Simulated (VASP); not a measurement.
# BaTiO3 (R3m) in VASP: further runs

BaTiO3 is run at these levels: LDA; tasks: single point.

Everything below comes from runs of VASP 6.6.1. Logs are shortened: lines on timing, memory, paths and dates and some standing lists are left out, and cuts for length are marked.

### Step 1. The cell of the first run

It takes space group R3m (No. 160, trigonal). The conventional cell has a = 5.655 Å, b = 5.655 Å, c = 6.745 Å, α = 90.00°, β = 90.00°, γ = 120.00°. Within 3.6 Å of Ba (site symmetry 3m) lie 12 O at 2.73 to 2.83 Å and 8 Ti at 3.28 to 3.49 Å. Within 2.5 Å of Ti (site symmetry 3m) lie 6 O at 1.86 to 2.11 Å. O (site symmetry m) has 2 Ti at 1.86 to 2.11 Å within 2.5 Å.

### Step 2. Single point, LDA (zz strain of -3 %)

INCAR

```
PREC = Accurate
ENCUT = 520
EDIFF = 1E-6
ISMEAR = -1
SIGMA = 0.05
LREAL = False
LASPH = True
NELM = 60
ALGO = Normal
ISIF = 2
LWAVE = False
LCHARG = False
GGA = CA
NBANDS = 28
```

KPOINTS

```
Automatic mesh
0
Gamma
  9 9 9
```

POSCAR

```
BaTiO3
1.0
    2.8276681575      1.6325549719      2.2481996598
   -2.8276681575      1.6325549719      2.2481996598
    0.0000000000     -3.2651099438      2.2481996598
Ba Ti O
1 1 3
Direct
    0.0000000000      0.0000000000      0.0000000000
    0.5140000000      0.5140000000      0.5140000000
    0.4916000000      0.4916000000      0.9815000000
    0.4916000000      0.9815000000      0.4916000000
    0.9815000000      0.4916000000      0.4916000000
```

Potentials or basis: VASP PAW LDA potentials, release 64 (Ba_sv, Ti_sv, O).

Launch:

```sh
$ cat potpaw_LDA.64/Ba_sv/POTCAR potpaw_LDA.64/Ti_sv/POTCAR potpaw_LDA.64/O/POTCAR > POTCAR
$ mpirun -np 1 vasp_std > vasp.out
```

OUTCAR:

```text
PREC = Accurate
   ENCUT = 520
   EDIFF = 1E-6
   ISMEAR = -1
   LREAL = False
   LASPH = True
   NELM = 60
   ISIF = 2
   GGA = CA

 ion  position               nearest neighbor table
   1  0.000  0.000  0.000-   3 2.73   4 2.73   5 2.73   3 2.82   4 2.82   5 2.82   5 2.83   4 2.83
                             5 2.83   4 2.83   3 2.83   3 2.83   2 3.28   2 3.42   2 3.42   2 3.42
   2  0.514  0.514  0.514-   3 1.86   4 1.86   5 1.86   3 2.11   4 2.11   5 2.11   1 3.28   1 3.42
                             1 3.42   1 3.42   1 3.47   1 3.49   1 3.49   1 3.49
   3  0.492  0.492  0.981-   2 1.86   2 2.11   1 2.73   1 2.82   1 2.83   1 2.83
   4  0.492  0.981  0.492-   2 1.86   2 2.11   1 2.73   1 2.82   1 2.83   1 2.83
   5  0.981  0.492  0.492-   2 1.86   2 2.11   1 2.73   1 2.82   1 2.83   1 2.83

  LATTYP: Found a trigonal (rhomboedric) cell.
 ALAT       =     3.9642583992
 COS(alpha) =    -0.0175668920

  Lattice vectors:

 A1 = (   2.8276681575,   1.6325549719,   2.2481996598)
 A2 = (  -2.8276681575,   1.6325549719,   2.2481996598)
 A3 = (   0.0000000000,  -3.2651099438,   2.2481996598)

Analysis of symmetry for initial positions (statically):
=====================================================================
 Subroutine PRICEL returns:
 Original cell was already a primitive cell.

 Routine SETGRP: Setting up the symmetry group for a
 trigonal (rhombohedral) supercell.

 Subroutine GETGRP returns: Found  6 space group operations
 (whereof  6 operations were pure point group operations)
 out of a pool of 12 trial point group operations.

The static configuration has the point symmetry C_3v.

Analysis of symmetry for dynamics (positions and initial velocities):
=====================================================================
 Subroutine PRICEL returns:
 Original cell was already a primitive cell.

 Routine SETGRP: Setting up the symmetry group for a
 trigonal (rhombohedral) supercell.

 Subroutine GETGRP returns: Found  6 space group operations
 (whereof  6 operations were pure point group operations)
 out of a pool of 12 trial point group operations.

The dynamic configuration has the point symmetry C_3v.

 Subroutine INISYM returns: Found  6 space group operations
 (whereof  6 operations are pure point group operations),
 and found     1 'primitive' translations

----------------------------------------------------------------------------------------

                                     Primitive cell

  volume of cell :      62.2705

  direct lattice vectors                    reciprocal lattice vectors
     2.827668157  1.632554972  2.248199660     0.176824143  0.102089467  0.148266784
    -2.827668157  1.632554972  2.248199660    -0.176824143  0.102089467  0.148266784
     0.000000000 -3.265109944  2.248199660     0.000000000 -0.204178934  0.148266784

  length of vectors
     3.964258399  3.964258399  3.964258399     0.252333264  0.252333264  0.252333264

  position of ions in fractional coordinates (direct lattice)
     0.000000000  0.000000000  0.000000000
     0.514000000  0.514000000  0.514000000
     0.491600000  0.491600000  0.981500000
     0.491600000  0.981500000  0.491600000
     0.981500000  0.491600000  0.491600000

  ion indices of the primitive-cell ions
   primitive index   ion index
                 1           1
                 2           2
                 3           3
                 4           4
                 5           5

----------------------------------------------------------------------------------------

 KPOINTS: Automatic mesh

Automatic generation of k-mesh.
 Grid dimensions read from file:
 generate k-points for:    9    9    9

 Generating k-lattice:

  Cartesian coordinates                     Fractional coordinates (reciprocal lattice)
     0.019647127  0.011343274  0.016474087     0.111111111  0.000000000  0.000000000
    -0.019647127  0.011343274  0.016474087     0.000000000  0.111111111  0.000000000
     0.000000000 -0.022686548  0.016474087     0.000000000  0.000000000  0.111111111

  Length of vectors
     0.028037029  0.028037029  0.028037029

  Shift w.r.t. Gamma in fractional coordinates (k-lattice)
     0.000000000  0.000000000  0.000000000

 Subroutine IBZKPT returns following result:
 ===========================================

 Found     85 irreducible k-points:

 Following reciprocal coordinates:
            Coordinates               Weight
  0.000000  0.000000  0.000000      1.000000
  0.111111 -0.000000  0.000000      6.000000
  0.222222 -0.000000  0.000000      6.000000
  0.333333  0.000000 -0.000000      6.000000
  0.444444 -0.000000  0.000000      6.000000
  0.111111  0.111111  0.000000      6.000000
[... 16 lines left out ...]
 -0.333333  0.333333  0.000000      6.000000
  0.444444  0.444444 -0.000000      6.000000
 [... further k-points ...]
   k-points           NKPTS =     85   k-points in BZ     NKDIM =     85   number of bands    NBANDS=     28
   number of dos      NEDOS =    301   number of ions     NIONS =      5
   total plane-waves  NPLWV =  27000
   dimension x,y,z NGX =    30 NGY =   30 NGZ =   30
   dimension x,y,z NGXF=    60 NGYF=   60 NGZF=   60
   ions per type =               1   1   3
   NGX,Y,Z   is equivalent  to a cutoff of  12.58, 12.58, 12.58 a.u.
   NGXF,Y,Z  is equivalent  to a cutoff of  25.16, 25.16, 25.16 a.u.
 SYSTEM =  unknown system
   PREC   = accura    normal or accurate (medium, high low for compatibility)
   ISTART =      0    job   : 0-new  1-cont  2-samecut
   ICHARG =      2    charge: 1-file 2-atom 10-const
   ISPIN  =      1    spin polarized calculation?
   LNONCOLLINEAR =      F non collinear calculations
   LSORBIT =      F    spin-orbit coupling
   LASPH  =      T    aspherical Exc in radial PAW
   ENCUT  =  520.0 eV  38.22 Ry    6.18 a.u.   7.37  7.37  7.37*2*pi/ulx,y,z
   NELM   =     60;   NELMIN=  2; NELMDL= -5     # of ELM steps
   EDIFF  = 0.1E-05   stopping-criterion for ELM
   LREAL  =      F    real-space projection
   EDIFFG = 0.1E-04   stopping-criterion for IOM
   NSW    =      0    number of steps for IOM
   IBRION =     -1    ionic relax: 0-MD 1-quasi-New 2-CG
   NFREE  =      0    steps in history (QN), initial steepest desc. (CG)
   ISIF   =      2    stress and relaxation
   ISYM   =      2    0-nonsym 1-usesym 2-fastsym
   POTIM  = 0.5000    time-step for ionic-motion
   TEBEG  =    0.0;   TEEND  =   0.0 temperature during run
   PSTRESS=    0.0 pullay stress
   NELECT =      40.0000    total number of electrons
   NUPDOWN=      -1.0000    fix difference up-down
   EMIN   =  10.00;   EMAX   =-10.00  energy-range for DOS
   EFERMI =   0.00;   METHOD = LEGACY
   ISMEAR =    -1;   SIGMA  =   0.05  broadening in eV -4-tet -1-fermi 0-gaus
   EFERMI_NEDOS =   21; number of points for ismear=-14 and -15
   IALGO  =     38    algorithm
   IMIX   =      4    mixing-type and parameters
     AMIX     =   0.40;   BMIX     =  1.00
     AMIX_MAG =   1.60;   BMIX_MAG =  1.00
  volume/ion in A,a.u.               =      12.45        84.04
  Fermi-wavevector in a.u.,A,eV,Ry     =   1.412540  2.669313 27.147279  1.995269
  Thomas-Fermi vector in A             =   2.534278
   LORBIT       =      0    0 simple, 1 ext, 2 COOP (PROOUT), +10 PAW based schemes
   GGA     = CA    functional components
   LHFCALC =     F    Hartree Fock is set to
   AEXX    =    0.0000 exact exchange contribution
   IVDW    =     0    specifies the selected vdW correction
   LEPSILON=     F    determine dielectric tensor
   LRPA    =     F    only Hartree local field effects (RPA)
 non-spin polarized calculation
  energy-cutoff  :      520.00
  volume of cell :       62.27
 maximum number of plane-waves:      1719
 NGX is ok and might be reduce to    30
   NGX = 15   NGY = 15   NGZ = 15

 number of electron      39.9999999 magnetization

 Free energy of the ion-electron system (eV)
  ---------------------------------------------------
  ext. energy  EPLUGINS =         0.00000000
  ---------------------------------------------------
  free energy    TOTEN  =       -44.12666223 eV

  energy without entropy =      -44.12666223  energy(sigma->0) =      -44.12666223

 E-fermi :   4.7338     XC(G=0): -11.8730

 val. band max:        3.6956115006   @ k =   0.4444   0.4444   0.4444
 cond. band min:       6.0497563179   @ k =   0.0000   0.0000   0.0000
 fundamental gap:      2.3541448172
 Fermi energy:         4.7338407074

 k-point     1 :       0.0000    0.0000    0.0000
  band No.  band energies     occupation
      1     -51.7407      2.00000
      2     -28.4226      2.00000
      3     -28.4141      2.00000
      4     -28.4141      2.00000
      5     -20.8872      2.00000
      6     -12.8824      2.00000
[... 20 lines left out ...]
     27       8.6631      0.00000
     28      11.2025      0.00000

 k-point     2 :       0.1111   -0.0000    0.0000
  band No.  band energies     occupation
      1     -51.7405      2.00000
      2     -28.4266      2.00000
      3     -28.4173      2.00000
      4     -28.4138      2.00000
      5     -20.8707      2.00000
      6     -12.8943      2.00000
[... 20 lines left out ...]
     27       8.9221      0.00000
     28      11.5023      0.00000

 k-point     3 :       0.2222   -0.0000    0.0000
  band No.  band energies     occupation
      1     -51.7401      2.00000
      2     -28.4441      2.00000
      3     -28.4181      2.00000
      4     -28.4130      2.00000
      5     -20.8286      2.00000
      6     -12.9657      2.00000
[... 20 lines left out ...]
     27       9.6226      0.00000
     28      12.2488      0.00000

 k-point     4 :       0.3333    0.0000   -0.0000
  band No.  band energies     occupation
      1     -51.7397      2.00000
      2     -28.4654      2.00000
      3     -28.4174      2.00000
      4     -28.4121      2.00000
      5     -20.7796      2.00000
      6     -13.0911      2.00000
[... 578 lines left out ...]
     27      12.1074      0.00000
     28      13.1941      0.00000

 k-point    23 :      -0.3333    0.3333    0.0000
  band No.  band energies     occupation
      1     -51.7387      2.00000
      2     -28.4637      2.00000
      3     -28.4602      2.00000
      4     -28.4128      2.00000
      5     -20.7040      2.00000
      6     -12.7845      2.00000
[... 20 lines left out ...]
     27      12.2201      0.00000
     28      12.4940      0.00000

 k-point    24 :       0.4444    0.4444   -0.0000
  band No.  band energies     occupation
      1     -51.7381      2.00000
      2     -28.4761      2.00000
      3     -28.4730      2.00000
      4     -28.4117      2.00000
      5     -20.6596      2.00000
      6     -12.5872      2.00000
[... 20 lines left out ...]
     27      11.9949      0.00000
     28      13.6663      0.00000

 [... further k-points ...]
[... 5 lines left out ...]
  --------------------------------------------------------------------------------------
  -------------------------------------------------------------------------------------
  Total       -0.3357875     -0.3357875      2.3802071     -0.0000000      0.0000000      0.0000000
  in kB       -8.6395812     -8.6395812     61.2410957     -0.0000000      0.0000000      0.0000000
  external PRESSURE =      14.6539778 kB  Pullay stress =       0.0000000 kB

 VOLUME and BASIS-vectors are now :
 -----------------------------------------------------------------------------
  energy-cutoff  :      520.00
  volume of cell :       62.27
      direct lattice vectors                 reciprocal lattice vectors
     2.827668157  1.632554972  2.248199660     0.176824143  0.102089467  0.148266784
    -2.827668157  1.632554972  2.248199660    -0.176824143  0.102089467  0.148266784
     0.000000000 -3.265109944  2.248199660     0.000000000 -0.204178934  0.148266784

 POSITION                                       TOTAL-FORCE (eV/Angst)
 -----------------------------------------------------------------------------------
      0.00000      0.00000      0.00000         0.000000     -0.000000      0.099380
      0.00000      0.00000      3.46672         0.000000     -0.000000     -0.402437
      0.00000     -1.59958      4.41704         0.000000     -0.237890      0.101019
     -1.38527      0.79979      4.41704        -0.206019      0.118945      0.101019
      1.38527      0.79979      4.41704         0.206019      0.118945      0.101019
 -----------------------------------------------------------------------------------
    total drift:                               -0.000000      0.000002     -0.000649

  FREE ENERGIE OF THE ION-ELECTRON SYSTEM (eV)
  ---------------------------------------------------
  free  energy   TOTEN  =       -44.1266622349 eV

  energy  without entropy=      -44.1266622349  energy(sigma->0) =      -44.12666223
```

Run time: 2 min. Hardware: 1 thread of AMD EPYC 7R13 (Zen 3), shared host; peak memory 0.23 GiB.

Results:

| Item | Value |
| --- | --- |
| Free energy | -44.1267 eV |
| Pressure | 1.5 GPa |
| Largest force | 0.402 eV/Å |
| Band gap on the k mesh | 2.35 eV, indirect (least direct gap 2.72 eV) |

Forces on the atoms (eV/Å):
```
Ba   0.000  0.000  0.099
Ti   0.000  0.000 -0.402
O    0.000 -0.238  0.101
O   -0.206  0.119  0.101
O    0.206  0.119  0.101
```

Stress tensor (GPa, compression positive):
```
-0.86  0.00  0.00
 0.00 -0.86  0.00
 0.00  0.00  6.12
```

Caveat: the cell differs from its parent crystal (zz strain of -3 %); spin-orbit coupling is left out, which moves the levels of the heavy elements. A k mesh can miss the band edges.

### Step 3. Single point, LDA (zz strain of -1 %)

INCAR

```
PREC     = Accurate       # precision mode
ENCUT    = 520            # plane-wave cutoff, eV
EDIFF    = 1E-6           # SCF threshold, eV
ISMEAR   = -1             # smearing method
SIGMA    = 0.05           # smearing width, eV
LREAL    = False          # projectors in reciprocal space
LASPH    = True           # aspherical terms in the spheres
NELM     = 80             # most SCF steps
ALGO     = Normal         # electronic algorithm
ISIF     = 2              # what is computed and relaxed
LWAVE    = False          # write WAVECAR
LCHARG   = False          # write CHGCAR
GGA      = CA             # functional
NBANDS   = 28             # bands
```

KPOINTS

```
regular mesh
0
Gamma
  9 9 9
```

POSCAR: that of step 2 with these lines changed.

```diff
@@ -2,5 +2,5 @@
 1.0
-    2.8276681575      1.6325549719      2.2481996598
-   -2.8276681575      1.6325549719      2.2481996598
-    0.0000000000     -3.2651099438      2.2481996598
+    2.8276681575      1.6325549719      2.2945542919
+   -2.8276681575      1.6325549719      2.2945542919
+    0.0000000000     -3.2651099438      2.2945542919
 Ba Ti O
```

Potentials or basis: VASP PAW LDA potentials, release 64 (Ba_sv, Ti_sv, O).

Launch:

```sh
$ cat potpaw_LDA.64/Ba_sv/POTCAR potpaw_LDA.64/Ti_sv/POTCAR potpaw_LDA.64/O/POTCAR > POTCAR
$ mpirun -np 1 vasp_std > vasp.out
```

Wall time 1.9 min (1 thread of AMD EPYC 7R13 (Zen 3), shared host); peak memory 0.23 GiB.

The run converged. Its results:

```yaml
Free_energy: -44.1487 eV
Pressure: -2.2 GPa
Largest_force: 0.152 eV/Å
Band_gap_on_the_k_mesh: 2.32 eV, indirect (least direct gap 2.69 eV)
```

Forces in eV/Å, atoms in the order of the input:
```
Ba   0.000  0.000  0.099
Ti   0.000  0.000 -0.152
O    0.000 -0.147  0.018
O   -0.127  0.074  0.018
O    0.127  0.074  0.018
```

Stress tensor (GPa, compression positive):
```
-2.91  0.00  0.00
 0.00 -2.91  0.00
 0.00  0.00 -0.87
```

Levels at points of the mesh, in eV from the valence-band top:
| k point | band 18 | band 19 | band 20 | band 21 | band 22 | band 23 |
| --- | --- | --- | --- | --- | --- | --- |
| (0.00, 0.00, 0.00) | -0.46 | -0.36 | -0.36 | 2.32 | 2.32 | 2.43 |

Caveat: the cell differs from its parent crystal (zz strain of -1 %); spin-orbit coupling is left out, which moves the levels of the heavy elements. A k mesh can miss the band edges.

### Step 4. Single point, LDA (zz strain of +2 %)

INCAR

```
SYSTEM = BaTiO3
PREC = Accurate ; ENCUT = 520
EDIFF = 1E-7 ; ISMEAR = -1
SIGMA = 0.05 ; LREAL = .FALSE.
LASPH = .TRUE. ; NELM = 60
ALGO = Normal ; ISIF = 2
LWAVE = .FALSE. ; LCHARG = .TRUE.
LELF = .TRUE. ; LVHAR = .TRUE.
NBANDS = 28
```

KPOINTS

```
Automatic mesh
0
G
  9 9 9
  0 0 0
```

POSCAR: that of step 3 with these lines changed.

```diff
@@ -2,5 +2,5 @@
 1.0
-    2.8276681575      1.6325549719      2.2945542919
-   -2.8276681575      1.6325549719      2.2945542919
-    0.0000000000     -3.2651099438      2.2945542919
+    2.8276681575      1.6325549719      2.3640862402
+   -2.8276681575      1.6325549719      2.3640862402
+    0.0000000000     -3.2651099438      2.3640862402
 Ba Ti O
```

Launch:

```sh
$ cat potpaw_LDA.64/Ba_sv/POTCAR potpaw_LDA.64/Ti_sv/POTCAR potpaw_LDA.64/O/POTCAR > POTCAR
$ mpirun -np 1 vasp_std > vasp.out
```

Wall time 2.4 min (1 thread of AMD EPYC 7R13 (Zen 3), shared host); peak memory 0.23 GiB.

Results (log left out):

| Quantity | Value |
| --- | --- |
| Free energy | -44.0845 eV |
| Pressure | -6.9 GPa |
| Largest force | 0.242 eV/Å |
| Band gap on the k mesh | 2.24 eV, indirect (least direct gap 2.56 eV) |

Forces on the atoms (eV/Å):
```
Ba   0.000  0.000  0.108
Ti   0.000  0.000  0.242
O    0.000 -0.012 -0.117
O   -0.010  0.006 -0.117
O    0.010  0.006 -0.117
```

Stress tensor (GPa, compression positive):
```
-5.44  0.00  0.00
 0.00 -5.44  0.00
 0.00  0.00 -9.89
```

Levels at points of the mesh, in eV from the valence-band top:
| k point | band 16 | band 17 | band 18 | band 19 | band 20 | band 21 | band 22 | band 23 | band 24 | band 25 |
| --- | --- | --- | --- | --- | --- | --- | --- | --- | --- | --- |
| (0.00, 0.00, 0.00) | -1.28 | -0.97 | -0.56 | -0.32 | -0.32 | 2.24 | 2.24 | 2.43 | 4.40 | 4.40 |

Caveat: the cell differs from its parent crystal (zz strain of +2 %); spin-orbit coupling is left out, which moves the levels of the heavy elements. A k mesh can miss the band edges.

### Step 5. Overview

```tsv
cell	gap on the mesh (eV)	pressure (GPa)	largest force (eV/Å)
a = 3.964 Å, angles 91.0°, 5 atoms	2.35	1.5	0.40
a = 3.991 Å, angles 90.2°, 5 atoms	2.32	-2.2	0.15
a = 4.031 Å, angles 89.1°, 5 atoms	2.24	-6.9	0.24
```

Alike in all rows: task single point; level LDA; potentials or basis VASP PAW LDA potentials, release 64 (Ba_sv, Ti_sv, O); no spin polarisation; k mesh 9 × 9 × 9; cutoff (eV) 520; smearing fermi-dirac 0.05 eV.

Caveats: spin-orbit coupling is left out, which moves the levels of the heavy elements.

Total energies depend on the potentials used, so only differences within one code and one set of settings carry meaning.
